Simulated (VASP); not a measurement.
# Sb (P4/mmm) in VASP: further runs

Sb is run at these levels: PBEsol; tasks: single point.

All numbers are computed with VASP 6.6.1; they aren't measurements. Logs are shortened: lines on timing, memory, paths and dates and some standing lists are left out, and cuts for length are marked.

### Step 1. The cell of the first run

Symmetry: P4/mmm, No. 123, tetragonal system. Conventional cell: a = 3.160 Å, b = 3.160 Å, c = 2.686 Å, α = 90.00°, β = 90.00°, γ = 90.00°. Within 3.5 Å of Sb (site symmetry 4/mmm) lie 6 Sb at 2.69 to 3.16 Å.

### Step 2. Single point, PBEsol (strain -0.1500 x Voigt [0, 1, 0, 0, 0, 0])

INCAR reads:

```
SYSTEM = Sb
PREC = Accurate ; ENCUT = 520
EDIFF = 1E-6 ; ISMEAR = 0
SIGMA = 0.15 ; LREAL = .False.
LASPH = .True. ; NELM = 100
ALGO = Normal ; ISIF = 2
LWAVE = .False. ; LCHARG = .False.
GGA = PS ; NBANDS = 8
```

KPOINTS reads:

```
regular mesh
0
Gamma
  16 16 16
  0 0 0
```

POSCAR reads:

```
Sb
1.0
    3.1600000000      0.0000000000      0.0000000000
    0.0000000000      2.6860000000      0.0000000000
    0.0000000000      0.0000000000      3.1600000000
Sb
1
Direct
    0.0000000000      0.0000000000      0.0000000000
```

Potentials or basis: VASP PAW PBE potentials, release 64 (Sb).

On the command line:

```bash
cat potpaw_PBE.64/Sb/POTCAR > POTCAR
mpirun -np 1 vasp_std > vasp.out
```

OUTCAR:

```text
SYSTEM = Sb
   PREC = Accurate
   ENCUT = 520
   EDIFF = 1E-6
   ISMEAR = 0
   LREAL = .False.
   LASPH = .True.
   NELM = 100
   ISIF = 2
   GGA = PS

 ion  position               nearest neighbor table
   1  0.000  0.000  0.000-

  LATTYP: Found a simple tetragonal cell.
 ALAT       =     3.1600000000
 C/A-ratio  =     0.8500000000

  Lattice vectors:

 A1 = (  -3.1600000000,   0.0000000000,   0.0000000000)
 A2 = (   0.0000000000,   0.0000000000,   3.1600000000)
 A3 = (   0.0000000000,   2.6860000000,   0.0000000000)

Analysis of symmetry for initial positions (statically):
=====================================================================
 Subroutine PRICEL returns:
 Original cell was already a primitive cell.

 Routine SETGRP: Setting up the symmetry group for a
 simple tetragonal supercell.

 Subroutine GETGRP returns: Found 16 space group operations
 (whereof 16 operations were pure point group operations)
 out of a pool of 16 trial point group operations.

The static configuration has the point symmetry D_4h.

Analysis of symmetry for dynamics (positions and initial velocities):
=====================================================================
 Subroutine PRICEL returns:
 Original cell was already a primitive cell.

 Routine SETGRP: Setting up the symmetry group for a
 simple tetragonal supercell.

 Subroutine GETGRP returns: Found 16 space group operations
 (whereof 16 operations were pure point group operations)
 out of a pool of 16 trial point group operations.

The dynamic configuration has the point symmetry D_4h.

 Subroutine INISYM returns: Found 16 space group operations
 (whereof 16 operations are pure point group operations),
 and found     1 'primitive' translations

----------------------------------------------------------------------------------------

                                     Primitive cell

  volume of cell :      26.8213

  direct lattice vectors                    reciprocal lattice vectors
     3.160000000  0.000000000  0.000000000     0.316455696  0.000000000  0.000000000
     0.000000000  2.686000000  0.000000000     0.000000000  0.372300819  0.000000000
     0.000000000  0.000000000  3.160000000     0.000000000  0.000000000  0.316455696

  length of vectors
     3.160000000  2.686000000  3.160000000     0.316455696  0.372300819  0.316455696

  position of ions in fractional coordinates (direct lattice)
     0.000000000  0.000000000  0.000000000

  ion indices of the primitive-cell ions
   primitive index   ion index
                 1           1

[... 76 lines left out ...]
   NFREE  =      0    steps in history (QN), initial steepest desc. (CG)
   ISIF   =      2    stress and relaxation
   ISYM   =      2    0-nonsym 1-usesym 2-fastsym
   POTIM  = 0.5000    time-step for ionic-motion
   TEBEG  =    0.0;   TEEND  =   0.0 temperature during run
   PSTRESS=    0.0 pullay stress
   NELECT =       5.0000    total number of electrons
   NUPDOWN=      -1.0000    fix difference up-down
   EMIN   =  10.00;   EMAX   =-10.00  energy-range for DOS
   EFERMI =   0.00;   METHOD = LEGACY
   ISMEAR =     0;   SIGMA  =   0.15  broadening in eV -4-tet -1-fermi 0-gaus
   EFERMI_NEDOS =   21; number of points for ismear=-14 and -15
   IALGO  =     38    algorithm
   IMIX   =      4    mixing-type and parameters
     AMIX     =   0.40;   BMIX     =  1.00
     AMIX_MAG =   1.60;   BMIX_MAG =  1.00
  volume/ion in A,a.u.               =      26.82       181.00
  Fermi-wavevector in a.u.,A,eV,Ry     =   0.935201  1.767273 11.899658  0.874600
  Thomas-Fermi vector in A             =   2.062084
   LORBIT       =      0    0 simple, 1 ext, 2 COOP (PROOUT), +10 PAW based schemes
   GGA     = PS    functional components
   LHFCALC =     F    Hartree Fock is set to
   AEXX    =    0.0000 exact exchange contribution
   IVDW    =     0    specifies the selected vdW correction
   LEPSILON=     F    determine dielectric tensor
   LRPA    =     F    only Hartree local field effects (RPA)
 non-spin polarized calculation
 Gauss-broadening in eV      SIGMA  =   0.15
  energy-cutoff  :      520.00
  volume of cell :       26.82
 maximum number of plane-waves:       740
 NGX is ok and might be reduce to    24
   NGX = 11   NGY =  9   NGZ = 11

 number of electron       5.0000001 magnetization

 Free energy of the ion-electron system (eV)
  ---------------------------------------------------
  ext. energy  EPLUGINS =         0.00000000
  ---------------------------------------------------
  free energy    TOTEN  =        -4.20492782 eV

  energy without entropy =       -4.19992779  energy(sigma->0) =       -4.20242781

 E-fermi :   8.3304     XC(G=0): -10.1784

 val. band max:        8.2938730679   @ k =   0.5000   0.3125   0.2500
 cond. band min:       8.3416440005   @ k =   0.4375   0.2500   0.2500
 fundamental gap:      0.0477709326
 Fermi energy:         8.3303864465

 k-point     1 :       0.0000    0.0000    0.0000
  band No.  band energies     occupation
      1      -5.0878      2.00000
      2      10.1666      0.00000
      3      10.1666      0.00000
      4      14.2790      0.00000
      5      14.5033      0.00000
      6      15.7249      0.00000
      7      19.7113      0.00000
      8      25.0835      0.00000
[... 243 lines left out ...]
 k-point    24 :       0.3125    0.1250    0.0000
  band No.  band energies     occupation
      1      -3.5479      2.00000
      2       4.3923      2.00000
      3      11.6173      0.00000
      4      13.4253      0.00000
      5      15.9605      0.00000
      6      20.4095      0.00000
      7      20.4883      0.00000
      8      20.7864      0.00000

 [... further k-points ...]

------------------------ aborting loop because EDIFF is reached ----------------------------------------

  FORCE on cell =-STRESS in cart. coord.  units (eV):
  Direction    XX          YY          ZZ          XY          YZ          ZX
  --------------------------------------------------------------------------------------
  -------------------------------------------------------------------------------------
  Total       -0.4607257      5.9229549     -0.4607257      0.0000000      0.0000000      0.0000000
  in kB      -27.5215462    353.8089649    -27.5215462      0.0000000      0.0000000      0.0000000
  external PRESSURE =      99.5886242 kB  Pullay stress =       0.0000000 kB

 VOLUME and BASIS-vectors are now :
 -----------------------------------------------------------------------------
  energy-cutoff  :      520.00
  volume of cell :       26.82
      direct lattice vectors                 reciprocal lattice vectors
     3.160000000  0.000000000  0.000000000     0.316455696  0.000000000  0.000000000
     0.000000000  2.686000000  0.000000000     0.000000000  0.372300819  0.000000000
     0.000000000  0.000000000  3.160000000     0.000000000  0.000000000  0.316455696

 POSITION                                       TOTAL-FORCE (eV/Angst)
 -----------------------------------------------------------------------------------
      0.00000      0.00000      0.00000         0.000000      0.000000      0.000000
 -----------------------------------------------------------------------------------
    total drift:                                0.000000     -0.000000      0.000000

  FREE ENERGIE OF THE ION-ELECTRON SYSTEM (eV)
  ---------------------------------------------------
  free  energy   TOTEN  =        -4.2049278241 eV

  energy  without entropy=       -4.1999277899  energy(sigma->0) =       -4.20242781
```

stdout:

```text
POSCAR found type information on POSCAR Sb
 POSCAR found :  1 types and       1 ions
 scaLAPACK will be used
 -----------------------------------------------------------------------------
|                                                                             |
|                                                                             |
|     You enforced a specific xc type in the INCAR file but a different       |
|     I HOPE YOU KNOW WHAT YOU ARE DOING!                                     |
|                                                                             |
 -----------------------------------------------------------------------------

 LDA part: xc-table for (Slater+PW92), standard interpolation
 POSCAR, INCAR and KPOINTS ok, starting setup
 FFT: planning ... GRIDC
 FFT: planning ... GRID_SOFT
 FFT: planning ... GRID
 WAVECAR not read
 entering main loop
```

Run time: 22 s. Hardware: 1 thread of Intel Xeon Platinum 8259CL at 2.50GHz (Skylake/Cascade Lake), shared host; peak memory 0.2 GiB.

What came out:

```yaml
Free_energy: -4.2049 eV
Pressure: 10.0 GPa
```

Stress tensor (GPa, compression positive):
```
-2.75  0.00  0.00
 0.00 35.38  0.00
 0.00  0.00 -2.75
```

Caveat: the cell differs from its parent crystal (strain -0.1500 x Voigt [0, 1, 0, 0, 0, 0]); the PAW data sets were made with another functional, which shifts forces and pressure a little; spin-orbit coupling is left out, which moves the levels of the heavy elements.

### Step 3. Single point, PBEsol (strain -0.1125 x Voigt [0, 1, 0, 0, 0, 0])

INCAR reads:

```
SYSTEM = Sb
PREC = Accurate
ENCUT = 520
EDIFF = 1E-6
ISMEAR = 0
SIGMA = 0.15
LREAL = .FALSE.
LASPH = .TRUE.
NELM = 60
ALGO = Normal
ISIF = 2
LWAVE = .FALSE.
LCHARG = .FALSE.
GGA = PS
NBANDS = 8
```

KPOINTS reads:

```
Automatic mesh
0
G
  16 16 16
  0 0 0
```

POSCAR reads:

```
Sb
1.0
    3.1600000000      0.0000000000      0.0000000000
    0.0000000000      2.8045000000      0.0000000000
    0.0000000000      0.0000000000      3.1600000000
Sb
1
Direct
    0.0000000000      0.0000000000      0.0000000000
```

Potentials or basis: VASP PAW PBE potentials, release 64 (Sb).

On the command line:

```bash
cat potpaw_PBE.64/Sb/POTCAR > POTCAR
mpirun -np 1 vasp_std > vasp.out
```

It took 26 s on 1 thread of Intel Xeon Platinum 8259CL at 2.50GHz (Skylake/Cascade Lake), shared host; peak memory 0.2 GiB.

The run converged. Its results:

```
Free energy : -4.3995 eV
Pressure    : 3.9 GPa
```

Stress tensor (GPa, compression positive):
```
-3.33  0.00  0.00
 0.00 18.42  0.00
 0.00  0.00 -3.33
```

Levels at points of the mesh, in eV from the Fermi level:
| k point | band 1 | band 2 | band 3 | band 4 | band 5 | band 6 | band 7 |
| --- | --- | --- | --- | --- | --- | --- | --- |
| (0.00, 0.00, 0.00) | -13.01 | 2.20 | 2.20 | 6.03 | 6.19 | 6.44 | 10.17 |
| (0.50, 0.00, 0.00) | -10.87 | -6.00 | 3.96 | 7.90 | 8.61 | 10.17 | 10.63 |
| (0.00, 0.50, 0.00) | -9.09 | -6.28 | 5.43 | 5.43 | 9.34 | 9.58 | 10.70 |
| (0.50, 0.50, 0.00) | -6.70 | -4.56 | -2.83 | 2.07 | 7.28 | 12.16 | 12.41 |
| (0.50, 0.00, 0.50) | -8.64 | -4.12 | -4.12 | 1.68 | 9.84 | 14.13 | 14.95 |
| (0.50, 0.50, 0.50) | -4.03 | -2.97 | -1.06 | -1.06 | 4.49 | 4.49 | 5.44 |

Caveat: the cell differs from its parent crystal (strain -0.1125 x Voigt [0, 1, 0, 0, 0, 0]); the PAW data sets were made with another functional, which shifts forces and pressure a little; spin-orbit coupling is left out, which moves the levels of the heavy elements.

### Step 4. Single point, PBEsol (strain +0.1125 x Voigt [0, 1, 0, 0, 0, 0])

INCAR reads:

```
SYSTEM = Sb
ALGO = Normal
EDIFF = 1E-7
ENCUT = 520
GGA = PS
ISIF = 2
ISMEAR = 0
LASPH = .True.
LCHARG = .False.
LREAL = .False.
LWAVE = .False.
NBANDS = 8
NELM = 100
PREC = Accurate
SIGMA = 0.15
```

KPOINTS reads:

```
k-points
0
Gamma
  16 16 16
  0 0 0
```

POSCAR reads:

```
Sb
1.0
    3.1600000000      0.0000000000      0.0000000000
    0.0000000000      3.5155000000      0.0000000000
    0.0000000000      0.0000000000      3.1600000000
Sb
1
Direct
    0.0000000000      0.0000000000      0.0000000000
```

On the command line:

```bash
cat potpaw_PBE.64/Sb/POTCAR > POTCAR
mpirun -np 1 vasp_std > vasp.out
```

Run time: 36 s. Hardware: 1 thread of Intel Xeon Platinum 8259CL at 2.50GHz (Skylake/Cascade Lake), shared host; peak memory 0.23 GiB.

It converged, with:

```
Free energy : -4.3042 eV
Pressure    : -7.1 GPa
```

Stress tensor (GPa, compression positive):
```
 -5.55   0.00   0.00
  0.00 -10.33   0.00
  0.00   0.00  -5.55
```

Levels at points of the mesh, in eV from the Fermi level:
| k point | band 1 | band 2 | band 3 | band 4 | band 5 | band 6 | band 7 | band 8 |
| --- | --- | --- | --- | --- | --- | --- | --- | --- |
| (0.00, 0.00, 0.00) | -11.35 | 1.30 | 3.67 | 3.67 | 5.45 | 7.38 | 8.12 | 16.40 |
| (0.50, 0.00, 0.00) | -9.08 | -4.70 | 3.14 | 5.53 | 8.15 | 9.19 | 9.44 | 10.77 |
| (0.00, 0.50, 0.00) | -10.12 | -4.38 | 4.68 | 4.68 | 8.63 | 10.43 | 10.97 | 11.84 |
| (0.50, 0.50, 0.00) | -7.82 | -3.56 | -2.30 | 2.65 | 6.50 | 11.97 | 12.77 | 12.89 |
| (0.50, 0.00, 0.50) | -6.68 | -2.77 | -2.77 | 2.80 | 4.93 | 11.19 | 11.53 | 11.53 |
| (0.50, 0.50, 0.50) | -5.31 | -1.75 | -1.75 | -0.37 | 4.54 | 5.34 | 5.34 | 7.21 |

Caveat: the cell differs from its parent crystal (strain +0.1125 x Voigt [0, 1, 0, 0, 0, 0]); the PAW data sets were made with another functional, which shifts forces and pressure a little; spin-orbit coupling is left out, which moves the levels of the heavy elements.

### Step 5. Single point, PBEsol (strain +0.1312 x Voigt [0, 1, 0, 0, 0, 0])

INCAR, as its differences from that of step 4:

```diff
@@ -8,4 +8,6 @@
 LASPH = .True.
-LCHARG = .False.
+LCHARG = .True.
+LELF = .True.
 LREAL = .False.
+LVHAR = .True.
 LWAVE = .False.
```

KPOINTS is that of step 4.

POSCAR reads:

```
Sb
1.0
    3.1600000000      0.0000000000      0.0000000000
    0.0000000000      3.5745920000      0.0000000000
    0.0000000000      0.0000000000      3.1600000000
Sb
1
Direct
    0.0000000000      0.0000000000      0.0000000000
```

On the command line:

```bash
cat potpaw_PBE.64/Sb/POTCAR > POTCAR
mpirun -np 1 vasp_std > vasp.out
```

Wall time 40 s (1 thread of Intel Xeon Platinum 8259CL at 2.50GHz (Skylake/Cascade Lake), shared host); peak memory 0.23 GiB.

Results (log left out):

```
Free energy : -4.2660 eV
Pressure    : -7.3 GPa
```

Stress tensor (GPa, compression positive):
```
 -5.71   0.00   0.00
  0.00 -10.40   0.00
  0.00   0.00  -5.71
```

Levels at points of the mesh, in eV from the Fermi level:
| k point | band 1 | band 2 | band 3 | band 4 | band 5 | band 6 |
| --- | --- | --- | --- | --- | --- | --- |
| (0.00, 0.00, 0.00) | -11.26 | 1.08 | 3.75 | 3.75 | 5.25 | 7.46 |
| (0.50, 0.00, 0.00) | -8.99 | -4.63 | 2.92 | 5.61 | 8.00 | 9.02 |
| (0.00, 0.50, 0.00) | -10.15 | -4.25 | 4.66 | 4.66 | 8.61 | 10.36 |
| (0.50, 0.50, 0.00) | -7.85 | -3.58 | -2.16 | 2.72 | 6.48 | 11.92 |
| (0.50, 0.00, 0.50) | -6.58 | -2.70 | -2.70 | 2.88 | 4.72 | 11.04 |
| (0.50, 0.50, 0.50) | -5.36 | -1.77 | -1.77 | -0.20 | 4.50 | 5.42 |

Caveat: the cell differs from its parent crystal (strain +0.1312 x Voigt [0, 1, 0, 0, 0, 0]); the PAW data sets were made with another functional, which shifts forces and pressure a little; spin-orbit coupling is left out, which moves the levels of the heavy elements.

(Continued in part 2 of 2.)
